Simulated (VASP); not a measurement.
# InGa2O (P-6m2) in VASP: single point with PBE

Aim: the single point of InGa2O with PBE.

All numbers are computed with VASP 6.6.1; they aren't measurements. Logs are shortened: lines on timing, memory, paths and dates and some standing lists are left out, and cuts for length are marked.

### Step 1. The cell of the first run

It takes space group P-6m2 (No. 187, hexagonal). Conventional cell: a = 3.717 Å, b = 3.717 Å, c = 5.726 Å, α = 90.00°, β = 90.00°, γ = 120.00°. In (site symmetry -6m2) has 6 Ga at 2.53 Å within 3.3 Å. Ga (site symmetry 3m) has 3 In at 2.53 Å and 3 O at 2.63 Å and 2 Ga at 2.68 to 3.05 Å within 3.3 Å. O (site symmetry -6m2) has 6 Ga at 2.63 Å within 3.5 Å.

### Step 2. Single point, PBE

Contents of INCAR:

```
PREC = Accurate
ENCUT = 520
EDIFF = 1E-6
ISMEAR = 0
SIGMA = 0.1
LREAL = False
LASPH = True
NELM = 80
ALGO = Normal
ISIF = 2
LWAVE = False
LCHARG = False
GGA = PE
NBANDS = 30
```

Contents of KPOINTS:

```
regular mesh
0
Gamma
  6 6 4
```

Contents of POSCAR:

```
InGa2O
1.0
    3.7174876500      0.0000000000      0.0000000000
   -1.8587438200      3.2194387400      0.0000000000
    0.0000000000      0.0000000000      5.7258324900
In Ga O
1 2 1
Direct
    0.3333333300      0.6666666700      0.5000000000
    0.6666666700      0.3333333300      0.7339000100
    0.6666666700      0.3333333300      0.2660999900
    0.0000000000      0.0000000000      0.0000000000
```

Potentials or basis: VASP PAW PBE potentials, release 64 (In_d, Ga_d, O).

Started as:

```
cat potpaw_PBE.64/In_d/POTCAR potpaw_PBE.64/Ga_d/POTCAR potpaw_PBE.64/O/POTCAR > POTCAR
mpirun -np 1 vasp_std > vasp.out
```

OUTCAR:

```text
PREC = Accurate
   ENCUT = 520
   EDIFF = 1E-6
   ISMEAR = 0
   LREAL = False
   LASPH = True
   NELM = 80
   ISIF = 2
   GGA = PE

 ion  position               nearest neighbor table
   1  0.333  0.667  0.500-   2 2.53   3 2.53   2 2.53   3 2.53   2 2.53   3 2.53
   2  0.667  0.333  0.734-   1 2.53   1 2.53   1 2.53   3 2.68
   3  0.667  0.333  0.266-   1 2.53   1 2.53   1 2.53   2 2.68
   4  0.000  0.000  0.000-

  LATTYP: Found a hexagonal cell.
 ALAT       =     3.7174876500
 C/A-ratio  =     1.5402425049

  Lattice vectors:

 A1 = (   3.7174876500,   0.0000000000,   0.0000000000)
 A2 = (  -1.8587438200,   3.2194387400,   0.0000000000)
 A3 = (   0.0000000000,   0.0000000000,   5.7258324900)

Analysis of symmetry for initial positions (statically):
=====================================================================
 Subroutine PRICEL returns:
 Original cell was already a primitive cell.

 Routine SETGRP: Setting up the symmetry group for a
 hexagonal supercell.

 Subroutine GETGRP returns: Found 12 space group operations
 (whereof 12 operations were pure point group operations)
 out of a pool of 24 trial point group operations.

The static configuration has the point symmetry D_3h.

Analysis of symmetry for dynamics (positions and initial velocities):
=====================================================================
 Subroutine PRICEL returns:
 Original cell was already a primitive cell.

 Routine SETGRP: Setting up the symmetry group for a
 hexagonal supercell.

 Subroutine GETGRP returns: Found 12 space group operations
 (whereof 12 operations were pure point group operations)
 out of a pool of 24 trial point group operations.

The dynamic configuration has the point symmetry D_3h.

 Subroutine INISYM returns: Found 12 space group operations
 (whereof 12 operations are pure point group operations),
 and found     1 'primitive' translations

----------------------------------------------------------------------------------------

                                     Primitive cell

  volume of cell :      68.5280

  direct lattice vectors                    reciprocal lattice vectors
     3.717487650  0.000000000  0.000000000     0.268998876  0.155306573  0.000000000
    -1.858743820  3.219438740  0.000000000     0.000000000  0.310613147  0.000000000
     0.000000000  0.000000000  5.725832490     0.000000000  0.000000000  0.174647093

  length of vectors
     3.717487650  3.717487645  5.725832490     0.310613147  0.310613147  0.174647093

  position of ions in fractional coordinates (direct lattice)
     0.333333330  0.666666670  0.500000000
     0.666666670  0.333333330  0.733900010
     0.666666670  0.333333330  0.266099990
     0.000000000  0.000000000  0.000000000

  ion indices of the primitive-cell ions
   primitive index   ion index
                 1           1
                 2           2
                 3           3
                 4           4

----------------------------------------------------------------------------------------

 KPOINTS: regular mesh

Automatic generation of k-mesh.
 Grid dimensions read from file:
 generate k-points for:    6    6    4

 Generating k-lattice:

  Cartesian coordinates                     Fractional coordinates (reciprocal lattice)
     0.044833146  0.025884429  0.000000000     0.166666667  0.000000000  0.000000000
     0.000000000  0.051768858  0.000000000     0.000000000  0.166666667  0.000000000
     0.000000000  0.000000000  0.043661773     0.000000000  0.000000000  0.250000000

  Length of vectors
     0.051768858  0.051768858  0.043661773

  Shift w.r.t. Gamma in fractional coordinates (k-lattice)
     0.000000000  0.000000000  0.000000000

 Subroutine IBZKPT returns following result:
 ===========================================

 Found     21 irreducible k-points:

 Following reciprocal coordinates:
            Coordinates               Weight
  0.000000  0.000000  0.000000      1.000000
  0.166667  0.000000  0.000000      6.000000
  0.333333  0.000000  0.000000      6.000000
  0.500000  0.000000  0.000000      3.000000
  0.166667  0.166667  0.000000      6.000000
  0.333333  0.166667  0.000000     12.000000
[... 13 lines left out ...]
  0.333333  0.166667  0.500000     12.000000
  0.333333  0.333333  0.500000      2.000000
   k-points           NKPTS =     21   k-points in BZ     NKDIM =     21   number of bands    NBANDS=     30
   number of dos      NEDOS =    301   number of ions     NIONS =      4
   total plane-waves  NPLWV =  37632
   dimension x,y,z NGX =    28 NGY =   28 NGZ =   48
   dimension x,y,z NGXF=    56 NGYF=   56 NGZF=   96
   ions per type =               1   2   1
   NGX,Y,Z   is equivalent  to a cutoff of  12.52, 12.52, 13.94 a.u.
   NGXF,Y,Z  is equivalent  to a cutoff of  25.04, 25.04, 27.87 a.u.
 SYSTEM =  unknown system
   PREC   = accura    normal or accurate (medium, high low for compatibility)
   ISTART =      0    job   : 0-new  1-cont  2-samecut
   ICHARG =      2    charge: 1-file 2-atom 10-const
   ISPIN  =      1    spin polarized calculation?
   LNONCOLLINEAR =      F non collinear calculations
   LSORBIT =      F    spin-orbit coupling
   LASPH  =      T    aspherical Exc in radial PAW
   ENCUT  =  520.0 eV  38.22 Ry    6.18 a.u.   6.91  6.91 10.65*2*pi/ulx,y,z
   NELM   =     80;   NELMIN=  2; NELMDL= -5     # of ELM steps
   EDIFF  = 0.1E-05   stopping-criterion for ELM
   LREAL  =      F    real-space projection
   EDIFFG = 0.1E-04   stopping-criterion for IOM
   NSW    =      0    number of steps for IOM
   IBRION =     -1    ionic relax: 0-MD 1-quasi-New 2-CG
   NFREE  =      0    steps in history (QN), initial steepest desc. (CG)
   ISIF   =      2    stress and relaxation
   ISYM   =      2    0-nonsym 1-usesym 2-fastsym
   POTIM  = 0.5000    time-step for ionic-motion
   TEBEG  =    0.0;   TEEND  =   0.0 temperature during run
   PSTRESS=    0.0 pullay stress
   NELECT =      45.0000    total number of electrons
   NUPDOWN=      -1.0000    fix difference up-down
   EMIN   =  10.00;   EMAX   =-10.00  energy-range for DOS
   EFERMI =   0.00;   METHOD = LEGACY
   ISMEAR =     0;   SIGMA  =   0.10  broadening in eV -4-tet -1-fermi 0-gaus
   EFERMI_NEDOS =   21; number of points for ismear=-14 and -15
   IALGO  =     38    algorithm
   IMIX   =      4    mixing-type and parameters
     AMIX     =   0.40;   BMIX     =  1.00
     AMIX_MAG =   1.60;   BMIX_MAG =  1.00
  volume/ion in A,a.u.               =      17.13       115.61
  Fermi-wavevector in a.u.,A,eV,Ry     =   1.422950  2.688985 27.548885  2.024786
  Thomas-Fermi vector in A             =   2.543599
   LORBIT       =      0    0 simple, 1 ext, 2 COOP (PROOUT), +10 PAW based schemes
   GGA     = PE    functional components
   LHFCALC =     F    Hartree Fock is set to
   AEXX    =    0.0000 exact exchange contribution
   IVDW    =     0    specifies the selected vdW correction
   LEPSILON=     F    determine dielectric tensor
   LRPA    =     F    only Hartree local field effects (RPA)
 non-spin polarized calculation
 Gauss-broadening in eV      SIGMA  =   0.10
  energy-cutoff  :      520.00
  volume of cell :       68.53
 maximum number of plane-waves:      1858
 NGX is ok and might be reduce to    28
   NGX = 13   NGY = 13   NGZ = 21

 number of electron      45.0000002 magnetization

 Free energy of the ion-electron system (eV)
  ---------------------------------------------------
  ext. energy  EPLUGINS =         0.00000000
  ---------------------------------------------------
  free energy    TOTEN  =       -11.81018132 eV

  energy without entropy =      -11.79869543  energy(sigma->0) =      -11.80443837

 E-fermi :   6.0395     XC(G=0): -10.8273

 val. band max:        6.0130197726   @ k =   0.1667   0.0000   0.2500
 cond. band min:       6.0591420021   @ k =   0.3333   0.3333   0.2500
 fundamental gap:      0.0461222294
 Fermi energy:         6.0394864430

 k-point     1 :       0.0000    0.0000    0.0000
  band No.  band energies     occupation
      1     -10.9133      2.00000
      2      -9.6521      2.00000
      3      -9.6521      2.00000
      4      -9.5981      2.00000
      5      -9.5981      2.00000
      6      -9.5530      2.00000
[... 22 lines left out ...]
     29      12.8235      0.00000
     30      14.1468      0.00000

 k-point     2 :       0.1667    0.0000    0.0000
  band No.  band energies     occupation
      1     -10.8680      2.00000
      2      -9.6214      2.00000
      3      -9.6115      2.00000
      4      -9.5745      2.00000
      5      -9.5606      2.00000
      6      -9.5153      2.00000
[... 22 lines left out ...]
     29      14.1615      0.00000
     30      14.7774      0.00000

 k-point     3 :       0.3333    0.0000    0.0000
  band No.  band energies     occupation
      1     -10.7818      2.00000
      2      -9.5815      2.00000
      3      -9.5260      2.00000
      4      -9.5248      2.00000
      5      -9.4510      2.00000
      6      -9.3940      2.00000
[... 22 lines left out ...]
     29      14.6971      0.00000
     30      15.9122      0.00000

 k-point     4 :       0.5000    0.0000    0.0000
  band No.  band energies     occupation
      1     -10.7411      2.00000
      2      -9.5721      2.00000
      3      -9.4987      2.00000
      4      -9.4799      2.00000
      5      -9.3508      2.00000
      6      -9.2733      2.00000
[... 517 lines left out ...]
     29      13.3294      0.00000
     30      15.3347      0.00000

 k-point    20 :       0.3333    0.1667    0.5000
  band No.  band energies     occupation
      1     -10.7404      2.00000
      2      -9.5223      2.00000
      3      -9.5014      2.00000
      4      -9.4460      2.00000
      5      -9.3478      2.00000
      6      -9.3230      2.00000
[... 22 lines left out ...]
     29      14.5517      0.00000
     30      15.2281      0.00000

 k-point    21 :       0.3333    0.3333    0.5000
  band No.  band energies     occupation
      1     -10.7174      2.00000
      2      -9.4959      2.00000
      3      -9.4755      2.00000
      4      -9.3719      2.00000
      5      -9.3199      2.00000
      6      -9.2934      2.00000
[... 22 lines left out ...]
     29      15.5577      0.00000
     30      15.9956      0.00000

------------------------ aborting loop because EDIFF is reached ----------------------------------------

  FORCE on cell =-STRESS in cart. coord.  units (eV):
  Direction    XX          YY          ZZ          XY          YZ          ZX
  --------------------------------------------------------------------------------------
  -------------------------------------------------------------------------------------
  Total        5.6274694      5.6274694      6.0390872      0.0000000      0.0000000      0.0000000
  in kB      131.5695484    131.5695482    141.1931238      0.0000002      0.0000000      0.0000000
  external PRESSURE =     134.7774068 kB  Pullay stress =       0.0000000 kB

 VOLUME and BASIS-vectors are now :
 -----------------------------------------------------------------------------
  energy-cutoff  :      520.00
  volume of cell :       68.53
      direct lattice vectors                 reciprocal lattice vectors
     3.717487650  0.000000000  0.000000000     0.268998876  0.155306573  0.000000000
    -1.858743820  3.219438740  0.000000000     0.000000000  0.310613147  0.000000000
     0.000000000  0.000000000  5.725832490     0.000000000  0.000000000  0.174647093

 POSITION                                       TOTAL-FORCE (eV/Angst)
 -----------------------------------------------------------------------------------
     -0.00000      2.14629      2.86292        -0.000000      0.000000      0.000000
      1.85874      1.07315      4.20219         0.000000     -0.000000      3.940224
      1.85874      1.07315      1.52364        -0.000000      0.000000     -3.940224
      0.00000      0.00000      0.00000        -0.000000      0.000000      0.000000
 -----------------------------------------------------------------------------------
    total drift:                               -0.000003      0.000002     -0.000000

  FREE ENERGIE OF THE ION-ELECTRON SYSTEM (eV)
  ---------------------------------------------------
  free  energy   TOTEN  =       -11.8101813161 eV

  energy  without entropy=      -11.7986954337  energy(sigma->0) =      -11.80443837
```

Wall time 22 s (1 thread of Intel Xeon 6975P-C (Granite Rapids), shared host); peak memory 0.2 GiB.

What came out:

| Item | Value |
| --- | --- |
| Free energy | -11.8102 eV |
| Pressure | 13.5 GPa |
| Largest force | 3.940 eV/Å |

Forces in eV/Å, atoms in the order of the input:
```
In   0.000  0.000  0.000
Ga   0.000  0.000  3.940
Ga   0.000  0.000 -3.940
O    0.000  0.000  0.000
```

Levels at points of the mesh, in eV from the Fermi level:
```tsv
k point	band 19	band 20	band 21	band 22	band 23	band 24	band 25	band 26
(0.00, 0.00, 0.00)	-1.98	-1.98	-1.43	-0.71	2.60	2.60	4.93	6.21
(0.50, 0.00, 0.00)	-3.73	-3.42	-2.95	-2.67	0.61	1.14	1.55	3.98
(0.00, 0.00, 0.50)	-2.66	-1.97	-1.97	2.39	2.84	2.84	3.47	5.13
(0.50, 0.00, 0.50)	-5.85	-2.39	-1.82	-1.26	-0.27	-0.04	2.95	4.45
```

Caveat: spin-orbit coupling is left out, which moves the levels of the heavy elements; an odd number of electrons without spin polarisation forces a metal; a magnetic or distorted state may lie lower.
